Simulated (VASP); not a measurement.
# Al in VASP: further runs

Al is run at these levels: PBEsol; tasks: single point.

All numbers are computed with VASP 6.6.1; they aren't measurements. Logs are shortened: lines on timing, memory, paths and dates and some standing lists are left out, and cuts for length are marked.

### 1 The cell of the first run

The cell holds a slab with vacuum, 17 atoms: a = 2.839 Å, b = 8.518 Å, c = 25.708 Å, α = 90.00°, β = 90.00°, γ = 90.00°.

### 2 Single point, PBEsol

Input file INCAR:

```
PREC = Accurate
ENCUT = 520
EDIFF = 1E-7
ISMEAR = 0
SIGMA = 0.1
LREAL = Auto
LASPH = T
NELM = 100
ALGO = Fast
ISIF = 2
LWAVE = F
LCHARG = F
LDIPOL = T
IDIPOL = 3
DIPOL = 0.5 0.5 0.500
GGA = PS
NBANDS = 40
```

Input file KPOINTS:

```
regular mesh
0
Gamma
  12 4 1
```

Input file POSCAR:

```
Al
1.0
    2.8394270055      0.0000000000      0.0000000000
    0.0000000000      8.5182810166      0.0000000000
    0.0000000000      0.0000000000     25.7081498149
Al
17
Direct
    0.5000000000      0.2777777778      0.2917362803
    0.0000000000      0.5555555556      0.3177692452
    0.5000000000      0.8333333333      0.3438022102
    0.0000000000      0.1111111111      0.3698351752
    0.5000000000      0.3888888889      0.3958681401
    0.0000000000      0.6666666667      0.4219011051
    0.5000000000      0.9444444444      0.4479340701
    0.0000000000      0.2222222222      0.4739670350
    0.5000000000      0.5000000000      0.5000000000
    0.0000000000      0.7777777778      0.5260329650
    0.5000000000      0.0555555556      0.5520659299
    0.0000000000      0.3333333333      0.5780988949
    0.5000000000      0.6111111111      0.6041318599
    0.0000000000      0.8888888889      0.6301648248
    0.5000000000      0.1666666667      0.6561977898
    0.0000000000      0.4444444444      0.6822307548
    0.5000000000      0.7222222222      0.7082637197
```

Potentials or basis: VASP PAW PBE potentials, release 64 (Al).

On the command line:

```
$ cat potpaw_PBE.64/Al/POTCAR > POTCAR
$ mpirun -np 1 vasp_std > vasp.out
```

OUTCAR:

```text
PREC = Accurate
   ENCUT = 520
   EDIFF = 1E-7
   ISMEAR = 0
   LREAL = Auto
   LASPH = T
   NELM = 100
   ISIF = 2
   GGA = PS

 ion  position               nearest neighbor table
   1  0.500  0.278  0.292-   5 2.84   2 2.84   2 2.84   4 2.84   4 2.84
   2  0.000  0.556  0.318-   3 2.84   3 2.84   1 2.84   1 2.84   5 2.84   5 2.84   6 2.84
   3  0.500  0.833  0.344-   2 2.84   2 2.84   6 2.84   6 2.84   4 2.84   4 2.84   7 2.84
   4  0.000  0.111  0.370-   8 2.84   5 2.84   5 2.84   7 2.84   7 2.84   1 2.84   1 2.84   3 2.84
                             3 2.84
   5  0.500  0.389  0.396-   1 2.84   4 2.84   4 2.84   8 2.84   8 2.84   2 2.84   2 2.84   6 2.84
                             6 2.84   9 2.84
   6  0.000  0.667  0.422-   7 2.84   7 2.84   3 2.84   3 2.84   9 2.84   9 2.84   5 2.84   5 2.84
                            10 2.84   2 2.84
   7  0.500  0.944  0.448-  11 2.84   6 2.84   6 2.84   8 2.84   8 2.84  10 2.84  10 2.84   4 2.84
                             4 2.84   3 2.84
   8  0.000  0.222  0.474-   4 2.84   7 2.84   7 2.84  11 2.84  11 2.84   5 2.84   5 2.84   9 2.84
                             9 2.84  12 2.84
   9  0.500  0.500  0.500-   6 2.84  12 2.84   6 2.84  12 2.84  10 2.84   8 2.84  10 2.84   8 2.84
                             5 2.84  13 2.84
  10  0.000  0.778  0.526-  14 2.84  11 2.84  11 2.84   7 2.84   7 2.84  13 2.84  13 2.84   9 2.84
                             9 2.84   6 2.84
  11  0.500  0.056  0.552-   7 2.84  12 2.84  12 2.84  10 2.84  10 2.84   8 2.84   8 2.84  14 2.84
                            14 2.84  15 2.84
  12  0.000  0.333  0.578-  11 2.84  11 2.84  15 2.84  15 2.84   9 2.84   9 2.84  13 2.84  13 2.84
                             8 2.84  16 2.84
  13  0.500  0.611  0.604-  17 2.84  14 2.84  14 2.84  10 2.84  10 2.84  16 2.84  16 2.84  12 2.84
                            12 2.84   9 2.84
  14  0.000  0.889  0.630-  10 2.84  13 2.84  13 2.84  11 2.84  11 2.84  17 2.84  17 2.84  15 2.84
                            15 2.84
  15  0.500  0.167  0.656-  16 2.84  16 2.84  12 2.84  12 2.84  14 2.84  14 2.84  11 2.84
  16  0.000  0.444  0.682-  15 2.84  15 2.84  17 2.84  17 2.84  13 2.84  13 2.84  12 2.84
  17  0.500  0.722  0.708-  13 2.84  16 2.84  16 2.84  14 2.84  14 2.84

  LATTYP: Found a simple orthorhombic cell.
 ALAT       =     2.8394270055
 B/A-ratio  =     3.0000000000
 C/A-ratio  =     9.0539921488

  Lattice vectors:

 A1 = (   2.8394270055,   0.0000000000,   0.0000000000)
 A2 = (   0.0000000000,   8.5182810166,   0.0000000000)
 A3 = (   0.0000000000,   0.0000000000,  25.7081498149)

Analysis of symmetry for initial positions (statically):
=====================================================================
 Subroutine PRICEL returns:
 Original cell was already a primitive cell.

 Routine SETGRP: Setting up the symmetry group for a
 simple orthorhombic supercell.
[... 162 lines left out ...]
   IALGO  =     68    algorithm
   IMIX   =      4    mixing-type and parameters
     AMIX     =   0.40;   BMIX     =  1.00
     AMIX_MAG =   1.60;   BMIX_MAG =  1.00
  volume/ion in A,a.u.               =      36.58       246.83
  Fermi-wavevector in a.u.,A,eV,Ry     =   0.711291  1.344144  6.883654  0.505934
  Thomas-Fermi vector in A             =   1.798363
   LORBIT       =      0    0 simple, 1 ext, 2 COOP (PROOUT), +10 PAW based schemes
   GGA     = PS    functional components
   LHFCALC =     F    Hartree Fock is set to
   AEXX    =    0.0000 exact exchange contribution
   IVDW    =     0    specifies the selected vdW correction
   LEPSILON=     F    determine dielectric tensor
   LRPA    =     F    only Hartree local field effects (RPA)
 non-spin polarized calculation
 RMM-DIIS sequential band-by-band and
 Gauss-broadening in eV      SIGMA  =   0.10
  energy-cutoff  :      520.00
  volume of cell :      621.80
 maximum number of plane-waves:     16803
 NGX is ok and might be reduce to    24
   NGX = 11   NGY = 31   NGZ = 95

 number of electron      51.0000000 magnetization

 dipolmoment           0.000000      0.000000      0.000000 electrons x Angstroem

 Free energy of the ion-electron system (eV)
  ---------------------------------------------------
  ext. energy  EPLUGINS =         0.00000000
  ---------------------------------------------------
  free energy    TOTEN  =       -66.20137559 eV

  energy without entropy =      -66.16279230  energy(sigma->0) =      -66.18208395

 E-fermi :   1.3336     XC(G=0):  -5.3697

 val. band max:        1.3098801088   @ k =   0.1667   0.2500   0.0000
 cond. band min:       1.3418773884   @ k =   0.2500   0.2500   0.0000
 fundamental gap:      0.0319972796
 Fermi energy:         1.3336309440

 k-point     1 :       0.0000    0.0000    0.0000
  band No.  band energies     occupation
      1      -9.6224      2.00000
      2      -8.8811      2.00000
      3      -7.7705      2.00000
      4      -7.6183      2.00000
      5      -7.5118      2.00000
      6      -6.8976      2.00000
[... 829 lines left out ...]
     36       2.6206      0.00000
     37       2.7042      0.00000
 [bands above 37 left out]

------------------------ aborting loop because EDIFF is reached ----------------------------------------

 vacuum level on the upper side and lower side of the slab       (xc-potential included)        -0.053        -0.053

  FORCE on cell =-STRESS in cart. coord.  units (eV):
  Direction    XX          YY          ZZ          XY          YZ          ZX
  --------------------------------------------------------------------------------------
  -------------------------------------------------------------------------------------
  Total       -6.1653187     -2.8095175     -0.4077467      0.0000000     -0.5872439      0.0000000
  in kB      -15.8859292     -7.2391709     -1.0506246      0.0000000     -1.5131279      0.0000000
  external PRESSURE =      -8.0585749 kB  Pullay stress =       0.0000000 kB

 VOLUME and BASIS-vectors are now :
 -----------------------------------------------------------------------------
  energy-cutoff  :      520.00
  volume of cell :      621.80
      direct lattice vectors                 reciprocal lattice vectors
     2.839427006  0.000000000  0.000000000     0.352183732  0.000000000  0.000000000
     0.000000000  8.518281017  0.000000000     0.000000000  0.117394577  0.000000000
     0.000000000  0.000000000 25.708149815     0.000000000  0.000000000  0.038898171

 POSITION                                       TOTAL-FORCE (eV/Angst)
 -----------------------------------------------------------------------------------
      1.41971      2.36619      7.50000         0.000000      0.072678      0.167808
      0.00000      4.73238      8.16926        -0.000000      0.113488     -0.005348
      1.41971      7.09857      8.83852         0.000000      0.020318     -0.115067
      0.00000      0.94648      9.50778         0.000000     -0.128721     -0.183800
      1.41971      3.31266     10.17704        -0.000000     -0.012762      0.062896
      0.00000      5.67885     10.84630         0.000000     -0.075899      0.037686
[... 9 lines left out ...]
      0.00000      3.78590     17.53889         0.000000     -0.113488      0.005348
      1.41971      6.15209     18.20815         0.000000     -0.072678     -0.167808
 -----------------------------------------------------------------------------------
    total drift:                               -0.000000      0.000000      0.000000

  FREE ENERGIE OF THE ION-ELECTRON SYSTEM (eV)
  ---------------------------------------------------
  free  energy   TOTEN  =       -66.2013755906 eV

  energy  without entropy=      -66.1627923037  energy(sigma->0) =      -66.18208395

 vacuum level on the upper side and lower side of the slab         5.445         5.445
```

OSZICAR:

```text
N       E                     dE             d eps       ncg     rms          rms(c)
DAV:   1     0.151688306140E+03    0.15169E+03   -0.15856E+04  1680   0.921E+02
DAV:   2    -0.567821037230E+02   -0.20847E+03   -0.19508E+03  2200   0.157E+02
DAV:   3    -0.686033841795E+02   -0.11821E+02   -0.11420E+02  2264   0.355E+01
[... 17 lines left out ...]
RMM:  21    -0.662013672521E+02   -0.25605E-04   -0.25545E-06  1801   0.334E-03    0.318E-04
RMM:  22    -0.662013726648E+02   -0.54128E-05   -0.54018E-07  1693   0.203E-03    0.287E-04
RMM:  23    -0.662013746783E+02   -0.20135E-05   -0.20962E-07  1537   0.138E-03    0.566E-04
RMM:  24    -0.662013753741E+02   -0.69571E-06   -0.82765E-08  1391   0.976E-04    0.493E-04
RMM:  25    -0.662013755401E+02   -0.16603E-06   -0.24134E-08  1189   0.707E-04    0.425E-04
RMM:  26    -0.662013755906E+02   -0.50469E-07   -0.11559E-08   997   0.556E-04
   1 F= -.66201376E+02 E0= -.66182084E+02  d E =-.385833E-01
```

stdout:

```text
POSCAR found type information on POSCAR Al
 POSCAR found :  1 types and      17 ions
 scaLAPACK will be used
 -----------------------------------------------------------------------------
|                                                                             |
|                                                                             |
|     You enforced a specific xc type in the INCAR file but a different       |
|     I HOPE YOU KNOW WHAT YOU ARE DOING!                                     |
|                                                                             |
 -----------------------------------------------------------------------------

 LDA part: xc-table for (Slater+PW92), standard interpolation
 POSCAR, INCAR and KPOINTS ok, starting setup
 FFT: planning ... GRIDC
 FFT: planning ... GRID_SOFT
 FFT: planning ... GRID
 WAVECAR not read
 entering main loop
```

It took 38 min on 1 thread of AMD EPYC 7R13 (Zen 3), shared host; peak memory 0.73 GiB.

Results:

* Free energy: -66.2014 eV
* Largest force: 0.224 eV/Å

Forces on the atoms (eV/Å):
```
Al   0.000  0.073  0.168
Al   0.000  0.113 -0.005
Al   0.000  0.020 -0.115
Al   0.000 -0.129 -0.184
Al   0.000 -0.013  0.063
Al   0.000 -0.076  0.038
Al   0.000 -0.041  0.108
Al   0.000 -0.026  0.027
Al   0.000  0.000  0.000
Al   0.000  0.026 -0.027
Al   0.000  0.041 -0.108
Al   0.000  0.076 -0.038
Al   0.000  0.013 -0.063
Al   0.000  0.129  0.184
Al   0.000 -0.020  0.115
Al   0.000 -0.113  0.005
Al   0.000 -0.073 -0.168
```

Caveat: the PAW data sets were made with another functional, which shifts forces and pressure a little.

### 3 Single point, PBEsol

Input file INCAR:

```
SYSTEM = Al
PREC     = Accurate       ! precision mode
ENCUT    = 520            ! plane-wave cutoff, eV
EDIFF    = 1E-7           ! SCF threshold, eV
ISMEAR   = 0              ! smearing method
SIGMA    = 0.1            ! smearing width, eV
LREAL    = Auto         
LASPH    = .True.         ! aspherical terms in the spheres
NELM     = 60             ! most SCF steps
ALGO     = Fast           ! electronic algorithm
ISIF     = 2              ! what is computed and relaxed
LWAVE    = .False.        ! write WAVECAR
LCHARG   = .True.         ! write CHGCAR
LDIPOL   = .True.       
IDIPOL   = 3            
DIPOL    = 0.5 0.5 0.500
GGA      = PS             ! functional
LELF     = .True.         ! ELF
LVHAR    = .True.       
LVACPOTAV= .True.       
NBANDS   = 40             ! bands
```

Input file KPOINTS:

```
regular mesh
0
Gamma
  12 4 1
  0 0 0
```

Input file POSCAR:

```
Al
1.0
    2.8394270055      0.0000000000      0.0000000000
    0.0000000000      8.5182810166      0.0000000000
    0.0000000000      0.0000000000     25.7081498149
Al
17
Direct
    0.5000000000      0.2892501227      0.2952058219
    0.0000000000      0.5630242281      0.3187394851
    0.5000000000      0.8343426136      0.3430017740
    0.0000000000      0.1059928085      0.3679657254
    0.5000000000      0.3883368221      0.3974287275
    0.0000000000      0.6661020879      0.4224432748
    0.5000000000      0.9428218697      0.4482698936
    0.0000000000      0.2192802250      0.4738819706
    0.5000000000      0.5000000013      0.4999999992
    0.0000000000      0.7807197766      0.5261180287
    0.5000000000      0.0571781336      0.5517301044
    0.0000000000      0.3338979117      0.5775567251
    0.5000000000      0.6116631804      0.6025712726
    0.0000000000      0.8940071885      0.6320342740
    0.5000000000      0.1656573865      0.6569982291
    0.0000000000      0.4369757687      0.6812605162
    0.5000000000      0.7107498751      0.7047941778
```

Potentials or basis: VASP PAW PBE potentials, release 64 (Al).

On the command line:

```
$ cat potpaw_PBE.64/Al/POTCAR > POTCAR
$ mpirun -np 1 vasp_std > vasp.out
```

OUTCAR:

```text
SYSTEM = Al
   PREC = Accurate
   ENCUT = 520
   EDIFF = 1E-7
   ISMEAR = 0
   LREAL = Auto
   LASPH = .True.
   NELM = 60
   ISIF = 2
   GGA = PS

 ion  position               nearest neighbor table
   1  0.500  0.289  0.295-   5 2.76   2 2.80   2 2.80   4 2.82   4 2.82
   2  0.000  0.563  0.319-   3 2.78   3 2.78   1 2.80   1 2.80   6 2.81   5 2.88   5 2.88
   3  0.500  0.834  0.343-   2 2.78   2 2.78   4 2.79   4 2.79   7 2.86   6 2.87   6 2.87
   4  0.000  0.106  0.368-   3 2.79   3 2.79   1 2.82   1 2.82   7 2.87   7 2.87   8 2.89   5 2.89
                             5 2.89
   5  0.500  0.388  0.397-   1 2.76   9 2.80   8 2.82   8 2.82   6 2.83   6 2.83   2 2.88   2 2.88
                             4 2.89   4 2.89
   6  0.000  0.666  0.422-   2 2.81   9 2.83   9 2.83   7 2.83   7 2.83   5 2.83   5 2.83  10 2.84
                             3 2.87   3 2.87
   7  0.500  0.943  0.448-  10 2.82  10 2.82   8 2.83   8 2.83   6 2.83   6 2.83  11 2.83   3 2.86
                             4 2.87   4 2.87
   8  0.000  0.219  0.474-  11 2.82  11 2.82   5 2.82   5 2.82   7 2.83   7 2.83  12 2.84   9 2.86
                             9 2.86   4 2.89
   9  0.500  0.500  0.500-   5 2.80  13 2.80   6 2.83   6 2.83  12 2.83  12 2.83  10 2.86  10 2.86
                             8 2.86   8 2.86
[... 243 lines left out ...]
      6      -6.8936      2.00000
[... 829 lines left out ...]
     36       2.6651      0.00000
     37       2.6652      0.00000
 [bands above 37 left out]

------------------------ aborting loop because EDIFF is reached ----------------------------------------

  FORCE on cell =-STRESS in cart. coord.  units (eV):
  Direction    XX          YY          ZZ          XY          YZ          ZX
  --------------------------------------------------------------------------------------
  -------------------------------------------------------------------------------------
  Total       -4.9475001     -1.8705012      0.0296229      0.0000000     -0.0820382      0.0000000
  in kB      -12.7480248     -4.8196453      0.0763280      0.0000000     -0.2113845      0.0000000
  external PRESSURE =      -5.8304474 kB  Pullay stress =       0.0000000 kB

 VOLUME and BASIS-vectors are now :
 -----------------------------------------------------------------------------
  energy-cutoff  :      520.00
  volume of cell :      621.80
      direct lattice vectors                 reciprocal lattice vectors
     2.839427006  0.000000000  0.000000000     0.352183732  0.000000000  0.000000000
     0.000000000  8.518281017  0.000000000     0.000000000  0.117394577  0.000000000
     0.000000000  0.000000000 25.708149815     0.000000000  0.000000000  0.038898171

 POSITION                                       TOTAL-FORCE (eV/Angst)
 -----------------------------------------------------------------------------------
      1.41971      2.46391      7.58920         0.000000     -0.000221      0.000650
      0.00000      4.79600      8.19420         0.000000      0.003123     -0.002001
      1.41971      7.10716      8.81794         0.000000     -0.004510      0.003276
      0.00000      0.90288      9.45972         0.000000      0.009457     -0.010458
      1.41971      3.30796     10.21716         0.000000     -0.001701     -0.003465
      0.00000      5.67404     10.86023         0.000000      0.001228      0.008333
[... 9 lines left out ...]
      0.00000      3.72228     17.51395         0.000000     -0.003123      0.002001
      1.41971      6.05437     18.11895         0.000000      0.000221     -0.000650
 -----------------------------------------------------------------------------------
    total drift:                               -0.000000      0.000002     -0.000001

  FREE ENERGIE OF THE ION-ELECTRON SYSTEM (eV)
  ---------------------------------------------------
  free  energy   TOTEN  =       -66.2525425049 eV

  energy  without entropy=      -66.2132955848  energy(sigma->0) =      -66.23291904

 vacuum level on the upper side and lower side of the slab         5.484         5.484
```

It took 17 min on 1 thread of AMD EPYC 7R13 (Zen 3), shared host; peak memory 0.74 GiB.

What came out:

* Free energy: -66.2525 eV
* Largest force: 0.014 eV/Å

Forces in eV/Å, atoms in the order of the input:
```
Al   0.000  0.000  0.001
Al   0.000  0.003 -0.002
Al   0.000 -0.005  0.003
Al   0.000  0.009 -0.010
Al   0.000 -0.002 -0.003
Al   0.000  0.001  0.008
Al   0.000  0.007  0.000
Al   0.000 -0.007  0.004
Al   0.000  0.000  0.000
Al   0.000  0.007 -0.004
Al   0.000 -0.007  0.000
Al   0.000 -0.001 -0.008
Al   0.000  0.002  0.003
Al   0.000 -0.009  0.010
Al   0.000  0.005 -0.003
Al   0.000 -0.003  0.002
Al   0.000  0.000 -0.001
```

Caveat: the PAW data sets were made with another functional, which shifts forces and pressure a little.
